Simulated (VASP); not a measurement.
# SiO2 (R-3m) in VASP: phonons with PBE+D3(BJ)

Aim: the phonons of SiO2 with PBE+D3(BJ).

All numbers are computed with VASP 6.6.1; they aren't measurements. Logs are shortened: lines on timing, memory, paths and dates and some standing lists are left out, and cuts for length are marked.

## 1. The cell of the first run

Symmetry: R-3m, No. 166, trigonal system. The conventional cell has a = 2.687 Å, b = 2.687 Å, c = 13.724 Å, α = 90.00°, β = 90.00°, γ = 120.00°. Si (site symmetry -3m) has 6 O at 1.80 Å within 2.4 Å. O (site symmetry 3m) has 3 Si at 1.80 Å and 3 O at 2.40 Å within 2.4 Å.

## 2. Phonons, PBE+D3(BJ)

The input, INCAR:

```
PREC = Accurate ; ENCUT = 520
EDIFF = 1E-8 ; ISMEAR = 0
SIGMA = 0.01 ; LREAL = False
LASPH = True ; NELM = 80
ALGO = Normal ; ISIF = 2
LWAVE = False ; LCHARG = False
GGA = PE ; IVDW = 12
IBRION = 6 ; NFREE = 2
POTIM = 0.015 ; NSW = 1
```

The input, KPOINTS:

```
regular mesh
0
Gamma
  12 12 12
```

The input, POSCAR:

```
SiO2
1.0
    1.3436810043      0.7757745896      4.5747345581
   -1.3436810043      0.7757745896      4.5747345581
    0.0000000000     -1.5515491791      4.5747345581
Si O
1 2
Direct
    0.5000000000      0.5000000000      0.5000000000
    0.7666712729      0.7666712729      0.7666712729
    0.2333287271      0.2333287271      0.2333287271
```

Potentials or basis: VASP PAW PBE potentials, release 64 (Si, O).

Started as:

```console
$ cat potpaw_PBE.64/Si/POTCAR potpaw_PBE.64/O/POTCAR > POTCAR
$ mpirun -np 1 vasp_std > vasp.out
```

OUTCAR:

```text
PREC = Accurate
   ENCUT = 520
   EDIFF = 1E-8
   ISMEAR = 0
   LREAL = False
   LASPH = True
   NELM = 80
   ISIF = 2
   GGA = PE
   IVDW = 12
   IBRION = 6
   NFREE = 2
   POTIM = 0.015
   NSW = 1
 IVDW          = 12

 ion  position               nearest neighbor table
   1  0.500  0.500  0.500-   3 1.80   3 1.80   2 1.80   2 1.80   3 1.80   2 1.80
   2  0.767  0.767  0.767-   1 1.80   1 1.80   1 1.80
   3  0.233  0.233  0.233-   1 1.80   1 1.80   1 1.80

  LATTYP: Found a trigonal (rhomboedric) cell.
 ALAT       =     4.8306832987
 COS(alpha) =     0.8452590642

  Lattice vectors:

 A1 = (   1.3436810043,   0.7757745896,   4.5747345581)
 A2 = (  -1.3436810043,   0.7757745896,   4.5747345581)
 A3 = (   0.0000000000,  -1.5515491791,   4.5747345581)

Analysis of symmetry for initial positions (statically):
=====================================================================
 Subroutine PRICEL returns:
 Original cell was already a primitive cell.

 Routine SETGRP: Setting up the symmetry group for a
 trigonal (rhombohedral) supercell.

 Subroutine GETGRP returns: Found 12 space group operations
 (whereof 12 operations were pure point group operations)
 out of a pool of 12 trial point group operations.

The static configuration has the point symmetry D_3d.

Analysis of symmetry for dynamics (positions and initial velocities):
=====================================================================
 Subroutine PRICEL returns:
 Original cell was already a primitive cell.

 Routine SETGRP: Setting up the symmetry group for a
 trigonal (rhombohedral) supercell.

 Subroutine GETGRP returns: Found 12 space group operations
 (whereof 12 operations were pure point group operations)
 out of a pool of 12 trial point group operations.

The dynamic configuration has the point symmetry D_3d.

 Subroutine INISYM returns: Found 12 space group operations
 (whereof 12 operations are pure point group operations),
 and found     1 'primitive' translations

----------------------------------------------------------------------------------------

                                     Primitive cell

  volume of cell :      28.6120

  direct lattice vectors                    reciprocal lattice vectors
     1.343681004  0.775774590  4.574734558     0.372112130  0.214839038  0.072863973
[... 136 lines left out ...]

  energy without entropy =      -22.72712947  energy(sigma->0) =      -22.72712947

------------------------ aborting loop because EDIFF is reached ----------------------------------------

 Edisp (eV)   -0.56313

 E8    (eV) :    -0.1888
[... 319 lines left out ...]
--------------------------------------- Ionic step        9  -------------------------------------------

 number of electron      15.9999996 magnetization

 Free energy of the ion-electron system (eV)
  ---------------------------------------------------
  ext. energy  EPLUGINS =         0.00000000
  ---------------------------------------------------
  free energy    TOTEN  =       -22.72454498 eV

  energy without entropy =      -22.72454498  energy(sigma->0) =      -22.72454498

 E-fermi :   4.2952     XC(G=0): -10.7959

 val. band max:        4.2277971954   @ k =  -0.0833   0.0833   0.0000
 cond. band min:      10.3290926763   @ k =   0.0000   0.0000   0.0000
 fundamental gap:      6.1012954809
 Fermi energy:         4.2952148806

 k-point     1 :       0.0000    0.0000    0.0000
  band No.  band energies     occupation
      1     -17.2425      2.00000
      2     -13.3838      2.00000
      3      -1.1957      2.00000
      4       1.9342      2.00000
      5       1.9342      2.00000
      6       3.0317      2.00000
      7       3.0317      2.00000
      8       4.0037      2.00000
      9      10.3291      0.00000
     10      12.3391      0.00000
     11      17.3209      0.00000
     12      17.3209      0.00000
[... 331 lines left out ...]
 k-point    24 :      -0.4167    0.1667   -0.0000
  band No.  band energies     occupation
      1     -14.1584      2.00000
      2     -13.3367      2.00000
      3      -3.8820      2.00000
      4      -1.9132      2.00000
      5      -0.9936      2.00000
      6       1.0079      2.00000
      7       2.7638      2.00000
      8       3.1689      2.00000
      9      13.4244      0.00000
     10      15.9699      0.00000
     11      17.5692      0.00000
     12      18.5888      0.00000

 [... further k-points ...]

------------------------ aborting loop because EDIFF is reached ----------------------------------------

 Edisp (eV)   -0.56329

 E8    (eV) :    -0.1889
[... 26 lines left out ...]
  FREE ENERGIE OF THE ION-ELECTRON SYSTEM (eV)
  ---------------------------------------------------
  free  energy   TOTEN  =       -23.2878326951 eV

  energy  without entropy=      -23.2878326951  energy(sigma->0) =      -23.28783270

 INTERNAL STRAIN TENSORS FROM DISPLACED ATOMS
 ============================================

 INTERNAL STRAIN TENSOR FOR ION    1 for displacements in x,y,z  (eV/Angst):
          X           Y           Z          XY          YZ          ZX
  --------------------------------------------------------------------------------
  x     0.00000     0.00000     0.00000     0.00000     0.00000     0.00000
  y     0.00000     0.00000     0.00000     0.00000     0.00000     0.00000
  z     0.00000     0.00000     0.00000     0.00000     0.00000     0.00000

 INTERNAL STRAIN TENSOR FOR ION    3 for displacements in x,y,z  (eV/Angst):
          X           Y           Z          XY          YZ          ZX
  --------------------------------------------------------------------------------
  x     0.00000     0.00000     0.00000     2.99647     0.00000   -15.49903
  y     2.99647    -2.99647    -0.00000    -0.00000   -15.49903    -0.00000
  z   -10.13006   -10.13006   -23.96276     0.00000    -0.00000     0.00000

 Eigenvectors and eigenvalues of the dynamical matrix
 ----------------------------------------------------

   1 f  =   24.894243 THz   156.415141 2PiTHz  830.382558 cm-1   102.954269 meV
             X         Y         Z           dx          dy          dz
      0.000000  0.000000  6.862102     0.000000   -0.000000   -0.729830
      0.000000  0.000000 10.521953     0.000000    0.000000    0.483398
      0.000000  0.000000  3.202251    -0.000000    0.000000    0.483398
[... 43 lines left out ...]
   9 f/i=    0.001827 THz     0.011479 2PiTHz    0.060938 cm-1     0.007555 meV
             X         Y         Z           dx          dy          dz
      0.000000  0.000000  6.862102     0.000000   -0.000000    0.683628
      0.000000  0.000000 10.521953     0.000000   -0.000000    0.516068
      0.000000  0.000000  3.202251     0.000000   -0.000000    0.516068

 ELASTIC MODULI CONTR FROM IONIC RELAXATION (kBar)
 Direction    XX          YY          ZZ          XY          YZ          ZX
 --------------------------------------------------------------------------------
 XX        -467.4283   -350.4079   -967.2997      0.0000    302.6403     -0.0000
 YY        -350.4079   -467.4283   -967.2997      0.0000   -302.6403     -0.0000
 ZZ        -967.2997   -967.2997  -2288.1569      0.0000     -0.0000     -0.0000
 XY           0.0000      0.0000      0.0000    -58.5102     -0.0000    302.6403
 YZ         302.6403   -302.6403     -0.0000     -0.0000  -1565.3881      0.0000
 ZX          -0.0000     -0.0000     -0.0000    302.6403      0.0000  -1565.3878
 --------------------------------------------------------------------------------
```

Run time: 15 min. Hardware: 1 thread of AMD EPYC 9R45 (Zen 5), shared host; peak memory 0.56 GiB.

Results:

```yaml
Highest_phonon_frequency_at_Γ_LO-TO_splitting_left_out: 830 cm⁻¹
Dispersion_energy_per_atom: -0.188 eV
```

Phonon frequencies in cm⁻¹ (negative: imaginary):
| q point | frequencies |
| --- | --- |
| (0.000, 0.000, 0.000) | 0 0 0 540 540 561 561 691 830 |
